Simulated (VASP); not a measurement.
# AlN (P6_3/mmc) in VASP: a series of runs

Runs on AlN. Level: PBEsol. Tasks: relaxation of cell and atoms.

Program: VASP 6.6.1. These are calculated values, not measurements. Logs are shortened: lines on timing, memory, paths and dates and some standing lists are left out, and cuts for length are marked.

## Step 1: The cell of the first run

The structure is hexagonal, space group P6_3/mmc (No. 194). Conventional cell: a = 3.312 Å, b = 3.312 Å, c = 4.188 Å, α = 90.00°, β = 90.00°, γ = 120.00°. Al (site symmetry -6m2) has 5 N at 1.91 to 2.09 Å within 2.5 Å. N (site symmetry -6m2) has 5 Al at 1.91 to 2.09 Å within 2.5 Å.

## Step 2: Relaxation of cell and atoms, PBEsol, target pressure -2 GPa, at which the enthalpy is minimised

INCAR reads:

```
SYSTEM = AlN
ALGO = Normal
EDIFF = 1E-6
EDIFFG = -0.01
ENCUT = 600
GGA = PS
IBRION = 2
ISIF = 3
ISMEAR = 0
LASPH = .TRUE.
LCHARG = .FALSE.
LREAL = .FALSE.
LWAVE = .FALSE.
NELM = 60
NSW = 80
PREC = Accurate
PSTRESS = -20.0
SIGMA = 0.01
```

KPOINTS reads:

```
k-points
0
G
  12 12 6
  0 0 0
```

POSCAR reads:

```
AlN
1.0
    3.3121157400      0.0000000000      0.0000000000
   -1.6560578700      2.8683763700      0.0000000000
    0.0000000000      0.0000000000      4.1875630000
Al N
2 2
Direct
    0.3333333300      0.6666666700      0.7500000000
    0.6666666700      0.3333333300      0.2500000000
    0.3333333300      0.6666666700      0.2500000000
    0.6666666700      0.3333333300      0.7500000000
```

Potentials or basis: VASP PAW PBE potentials, release 64 (Al, N).

The run is started by

```sh
> cat potpaw_PBE.64/Al/POTCAR potpaw_PBE.64/N/POTCAR > POTCAR
> mpirun -np 1 vasp_std > vasp.out
```

OUTCAR:

```text
SYSTEM = AlN
   EDIFF = 1E-6
   EDIFFG = -0.01
   ENCUT = 600
   GGA = PS
   IBRION = 2
   ISIF = 3
   ISMEAR = 0
   LASPH = .TRUE.
   LREAL = .FALSE.
   NELM = 60
   NSW = 80
   PREC = Accurate
   PSTRESS = -20.0

 ion  position               nearest neighbor table
   1  0.333  0.667  0.750-   4 1.91   4 1.91   4 1.91   3 2.09   3 2.09   2 2.84   2 2.84   2 2.84
                             2 2.84   2 2.84   2 2.84
   2  0.667  0.333  0.250-   3 1.91   3 1.91   3 1.91   4 2.09   4 2.09   1 2.84   1 2.84   1 2.84
                             1 2.84   1 2.84   1 2.84
   3  0.333  0.667  0.250-   2 1.91   2 1.91   2 1.91   1 2.09   1 2.09
   4  0.667  0.333  0.750-   1 1.91   1 1.91   1 1.91   2 2.09   2 2.09

  LATTYP: Found a hexagonal cell.
 ALAT       =     3.3121157400
 C/A-ratio  =     1.2643166268

  Lattice vectors:

 A1 = (   3.3121157400,   0.0000000000,   0.0000000000)
 A2 = (  -1.6560578700,   2.8683763700,   0.0000000000)
 A3 = (   0.0000000000,   0.0000000000,   4.1875630000)

Analysis of symmetry for initial positions (statically):
=====================================================================
 Subroutine PRICEL returns:
 Original cell was already a primitive cell.

 Routine SETGRP: Setting up the symmetry group for a
 hexagonal supercell.

 Subroutine GETGRP returns: Found 24 space group operations
 (whereof 12 operations were pure point group operations)
 out of a pool of 24 trial point group operations.

The static configuration has the point symmetry D_3d.
 The point group associated with its full space group is D_6h.

Analysis of symmetry for dynamics (positions and initial velocities):
=====================================================================
 Subroutine PRICEL returns:
 Original cell was already a primitive cell.

 Routine SETGRP: Setting up the symmetry group for a
 hexagonal supercell.

 Subroutine GETGRP returns: Found 24 space group operations
 (whereof 12 operations were pure point group operations)
 out of a pool of 24 trial point group operations.

The dynamic configuration has the point symmetry D_3d.
 The point group associated with its full space group is D_6h.

 Subroutine INISYM returns: Found 24 space group operations
 (whereof 12 operations are pure point group operations),
 and found     1 'primitive' translations

----------------------------------------------------------------------------------------

                                     Primitive cell
[... 114 lines left out ...]
     AMIX     =   0.40;   BMIX     =  1.00
     AMIX_MAG =   1.60;   BMIX_MAG =  1.00
  volume/ion in A,a.u.               =       9.95        67.12
  Fermi-wavevector in a.u.,A,eV,Ry     =   1.208409  2.283561 19.867928  1.460251
  Thomas-Fermi vector in A             =   2.344017
   LORBIT       =      0    0 simple, 1 ext, 2 COOP (PROOUT), +10 PAW based schemes
   GGA     = PS    functional components
   LHFCALC =     F    Hartree Fock is set to
   AEXX    =    0.0000 exact exchange contribution
   IVDW    =     0    specifies the selected vdW correction
   LEPSILON=     F    determine dielectric tensor
   LRPA    =     F    only Hartree local field effects (RPA)
 conjugate gradient relaxation of ions
 non-spin polarized calculation
 Gauss-broadening in eV      SIGMA  =   0.01
  energy-cutoff  :      600.00
  volume of cell :       39.78
 maximum number of plane-waves:      1355
 NGX is ok and might be reduce to    28
   NGX = 13   NGY = 13   NGZ = 17

--------------------------------------- Ionic step        1  -------------------------------------------

 number of electron      16.0000002 magnetization

 Free energy of the ion-electron system (eV)
  ---------------------------------------------------
  ext. energy  EPLUGINS =         0.00000000
  ---------------------------------------------------
  free energy    TOTEN  =       -30.94107409 eV

  energy without entropy =      -30.94107409  energy(sigma->0) =      -30.94107409

------------------------ aborting loop because EDIFF is reached ----------------------------------------

  FORCE on cell =-STRESS in cart. coord.  units (eV):
  Direction    XX          YY          ZZ          XY          YZ          ZX
  --------------------------------------------------------------------------------------
  -------------------------------------------------------------------------------------
  Total       -0.8482951     -0.8482951     -1.0687263      0.0000000      0.0000000     -0.0000000
  in kB      -34.1628872    -34.1628871    -43.0401802      0.0000000      0.0000000     -0.0000000
  external PRESSURE =     -17.1219848 kB  Pullay stress =     -20.0000000 kB
[... 147 lines left out ...]
--------------------------------------- Ionic step        5  -------------------------------------------

 number of electron      16.0000002 magnetization

 Free energy of the ion-electron system (eV)
  ---------------------------------------------------
  ext. energy  EPLUGINS =         0.00000000
  ---------------------------------------------------
  free energy    TOTEN  =       -30.94783804 eV

  energy without entropy =      -30.94783804  energy(sigma->0) =      -30.94783804

 E-fermi :   8.0131     XC(G=0): -11.3918

 val. band max:        7.9332268483   @ k =   0.0000   0.0000   0.0000
 cond. band min:      11.2038805722   @ k =   0.0000   0.0000   0.0000
 fundamental gap:      3.2706537238
 Fermi energy:         8.0131082967

 k-point     1 :       0.0000    0.0000    0.0000
  band No.  band energies     occupation
      1      -8.8810      2.00000
      2      -5.1279      2.00000
      3       0.9936      2.00000
      4       4.6283      2.00000
      5       4.6283      2.00000
      6       6.3387      2.00000
      7       6.3387      2.00000
      8       7.9332      2.00000
      9      11.2039      0.00000
     10      12.3421      0.00000
     11      16.1026      0.00000
     12      16.1026      0.00000
[... 331 lines left out ...]
 k-point    24 :       0.3333    0.0000    0.1667
  band No.  band energies     occupation
      1      -7.5808      2.00000
      2      -5.5229      2.00000
      3       1.2922      2.00000
      4       3.0287      2.00000
      5       3.7811      2.00000
      6       3.8670      2.00000
      7       6.2621      2.00000
      8       6.5361      2.00000
      9      12.3591      0.00000
     10      13.9997      0.00000
     11      16.1393      0.00000
     12      16.9855      0.00000

 [... further k-points ...]

------------------------ aborting loop because EDIFF is reached ----------------------------------------

  FORCE on cell =-STRESS in cart. coord.  units (eV):
  Direction    XX          YY          ZZ          XY          YZ          ZX
  --------------------------------------------------------------------------------------
  -------------------------------------------------------------------------------------
  Total       -0.4916118     -0.4916118     -0.4917298      0.0000000      0.0000000      0.0000000
  in kB      -19.9759304    -19.9759304    -19.9807235      0.0000000      0.0000000      0.0000000
  external PRESSURE =       0.0224719 kB  Pullay stress =     -20.0000000 kB
[... 23 lines left out ...]
  energy  without entropy=      -30.9478380401  energy(sigma->0) =      -30.94783804

  enthalpy is  TOTEN    =       -31.4400422278 eV   P V=       -0.4922041878

 reached required accuracy - stopping structural energy minimisation
```

CONTCAR:

```text
AlN
   1.00000000000000
     3.3095674394381507    0.0000000000000000   -0.0000000000000000
    -1.6547837197190753    2.8661694770101480    0.0000000000000000
     0.0000000000000000   -0.0000000000000000    4.1567393168934030
  Al              N
     2     2
Direct
     0.3333333300000021    0.6666666699999979    0.7500000000000000
     0.6666666699999979    0.3333333300000021    0.2500000000000000
     0.3333333300000021    0.6666666699999979    0.2500000000000000
     0.6666666699999979    0.3333333300000021    0.7500000000000000

  0.00000000E+00  0.00000000E+00  0.00000000E+00
  0.00000000E+00  0.00000000E+00  0.00000000E+00
  0.00000000E+00  0.00000000E+00  0.00000000E+00
  0.00000000E+00  0.00000000E+00  0.00000000E+00
```

Wall time 48 s (1 thread of Intel Xeon 6975P-C (Granite Rapids), shared host); peak memory 0.19 GiB.

What came out:

| Property | Result |
| --- | --- |
| Free energy | -30.9478 eV |
| Relaxed volume | 9.86 Å³/atom |
| Relaxed cell | a = 3.310 Å, b = 3.310 Å, c = 4.157 Å, α = 90.00°, β = 90.00°, γ = 120.00° |
| Space group after relaxing (to 0.05 Å) | P6_3/mmc (No. 194) |
| Energy change on relaxing (the enthalpy is what falls) | -1.7 meV/atom |
| Ionic steps | 5 |
| Pressure after relaxing | -2.0 GPa |
| Band gap on the k mesh | 3.27 eV, direct |

The path:
```
step  energy change (eV)  largest force (eV/Å)  pressure (GPa)  volume (Å³)
   1              0.0000                0.0000           -3.71        39.78
   2             -0.0085                0.0000           -0.52        39.17
   3             -0.0063                0.0000           -1.90        39.44
   4             -0.0066                0.0000           -1.96        39.43
   5             -0.0068                0.0000           -2.00        39.43
```

Final structure:
```
Al N
1.0
     3.30957    0.00000    0.00000
    -1.65478    2.86617    0.00000
     0.00000    0.00000    4.15674
Al N
2 2
Direct
  0.33333 0.66667 0.75000
  0.66667 0.33333 0.25000
  0.33333 0.66667 0.25000
  0.66667 0.33333 0.75000
```

Caveat: the cell is relaxed towards a set pressure, so the enthalpy falls and the energy may rise; the PAW data sets were made with another functional, which shifts forces and pressure a little. A k mesh can miss the band edges.

## Step 3: Relaxation of cell and atoms, PBEsol

INCAR reads:

```
SYSTEM = AlN
  ALGO = Normal
  EDIFF = 1E-6
  EDIFFG = -0.01
  ENCUT = 600
  GGA = PS
  IBRION = 2
  ISIF = 3
  ISMEAR = 0
  LASPH = .True.
  LCHARG = .False.
  LREAL = .False.
  LWAVE = .False.
  NELM = 60
  NSW = 80
  PREC = Accurate
  SIGMA = 0.01
```

KPOINTS reads:

```
k-points
0
Gamma
  12 12 6
  0 0 0
```

POSCAR is that of step 2.

Potentials or basis: VASP PAW PBE potentials, release 64 (Al, N).

The run is started by

```sh
> cat potpaw_PBE.64/Al/POTCAR potpaw_PBE.64/N/POTCAR > POTCAR
> mpirun -np 1 vasp_std > vasp.out
```

It took 47 s on 1 thread of Intel Xeon 6975P-C (Granite Rapids), shared host; peak memory 0.19 GiB.

It converged, with:

```
Free energy                            : -30.9502 eV
Relaxed volume                         : 9.76 Å³/atom
Relaxed cell                           : a = 3.300 Å, b = 3.300 Å, c = 4.138 Å, α = 90.00°, β = 90.00°, γ = 120.00°
Space group after relaxing (to 0.05 Å) : P6_3/mmc (No. 194)
Energy gained by relaxing              : 2.3 meV/atom
Ionic steps                            : 6
Pressure after relaxing                : 0.1 GPa
Band gap on the k mesh                 : 3.35 eV, direct
```

The path:
| step | energy change (eV) | largest force (eV/Å) | pressure (GPa) | volume (Å³) |
| --- | --- | --- | --- | --- |
| 1 | 0.0000 | 0.0000 | -3.71 | 39.78 |
| 2 | -0.0021 | 0.0000 | 3.50 | 38.47 |
| 3 | -0.0084 | 0.0000 | 0.05 | 39.08 |
| 4 | -0.0084 | 0.0000 | 0.13 | 39.06 |
| 5 | -0.0090 | 0.0000 | 0.11 | 39.05 |
| 6 | -0.0091 | 0.0000 | 0.10 | 39.04 |

Final structure:
```
CELL_PARAMETERS angstrom
3.30043 0.00000 0.00000
-1.65021 2.85825 0.00000
0.00000 0.00000 4.13806
ATOMIC_POSITIONS crystal
Al 0.33333 0.66667 0.75000
Al 0.66667 0.33333 0.25000
N 0.33333 0.66667 0.25000
N 0.66667 0.33333 0.75000
```

Levels at points of the mesh, in eV from the valence-band top:
```tsv
k point	band 4	band 5	band 6	band 7	band 8	band 9	band 10	band 11	band 12
(0.00, 0.00, 0.00)	-3.33	-3.33	-1.60	-1.60	0.00	3.35	4.49	8.22	8.22
(0.50, 0.00, 0.00)	-4.82	-4.57	-4.27	-2.96	-1.40	3.82	7.16	7.27	9.11
(0.00, 0.00, 0.50)	-3.74	-2.51	-2.51	-2.51	-2.51	5.71	5.71	8.38	8.38
(0.50, 0.00, 0.50)	-7.37	-3.29	-3.29	-1.76	-1.76	5.06	5.06	9.47	9.47
```

Caveat: the PAW data sets were made with another functional, which shifts forces and pressure a little.

(Part 1 of 2 ends here.)
